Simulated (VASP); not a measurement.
Input of a VASP 6.6.1 run:

Contents of INCAR:

```
PREC = Accurate
ENCUT = 520
EDIFF = 1E-7
ISMEAR = 0
SIGMA = 0.02
LREAL = False
LASPH = True
NELM = 60
ALGO = Normal
ISIF = 2
LWAVE = False
LCHARG = True
GGA = PS
LELF = True
LVHAR = True
NBANDS = 11
```

KPOINTS

```
regular mesh
0
Gamma
  10 10 10
```

The input POSCAR:

```
AlN
1.0
    0.0000000000      2.0226209166      2.0226209166
    2.0226209166      0.0000000000      2.0226209166
    2.0226209166      2.0226209166      0.0000000000
Al N
1 1
Direct
    0.5000000000      0.5000000000      0.5000000000
    0.0000000000      0.0000000000      0.0000000000
```

Potentials or basis: VASP PAW PBE potentials, release 64 (Al, N).

Command:

```sh
$ cat potpaw_PBE.64/Al/POTCAR potpaw_PBE.64/N/POTCAR > POTCAR
$ mpirun -np 1 vasp_std > vasp.out
```

(1) Predict the pressure.

(2) Predict the band gap on the k mesh.

## Answers

(1) -0.1 GPa.

(2) 4.54 eV, indirect (least direct gap 5.65 eV).

Caveat: the PAW data sets were made with another functional, which shifts forces and pressure a little.
